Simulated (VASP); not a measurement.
Input of a VASP 6.6.1 run:

INCAR

```
SYSTEM = Pb
PREC = Accurate ; ENCUT = 600
EDIFF = 1E-6 ; ISMEAR = -1
SIGMA = 0.05 ; LREAL = .FALSE.
LASPH = .TRUE. ; NELM = 80
ALGO = Normal ; ISIF = 3
LWAVE = .FALSE. ; LCHARG = .FALSE.
GGA = PE ; IBRION = 2
NSW = 32 ; EDIFFG = -0.005
PSTRESS = 2.5
```

The input KPOINTS:

```
regular mesh
0
G
  12 12 7
  0 0 0
```

The input POSCAR:

```
Pb
1.0
    3.5102049076      0.0000000000      0.0000000000
   -1.7551024538      3.0399266224      0.0000000000
    0.0000000000      0.0000000000      5.9708505912
Pb
2
Direct
    0.3333333333      0.6666666667      0.2500000000
    0.6666666667      0.3333333333      0.7500000000
```

Potentials or basis: VASP PAW PBE potentials, release 64 (Pb_d).

Command:

```console
$ cat potpaw_PBE.64/Pb_d/POTCAR > POTCAR
$ mpirun -np 1 vasp_std > vasp.out
```

Task: Predict the relaxed volume.

Result: 31.86 Å³/atom.

Task: Predict the space group after relaxing (to 0.05 Å).

Result: P6_3/mmc (No. 194).

Final structure:
```xyz
2
Lattice="3.5099 0.0000 0.0000 -1.7550 3.0397 0.0000 0.0000 0.0000 5.9723" Properties=species:S:1:pos:R:3 pbc="T T T"
Pb    0.0000    2.0265    1.4931
Pb    1.7550    1.0132    4.4792
```

Caveat: the cell is relaxed towards a set pressure, so the enthalpy falls and the energy may rise.
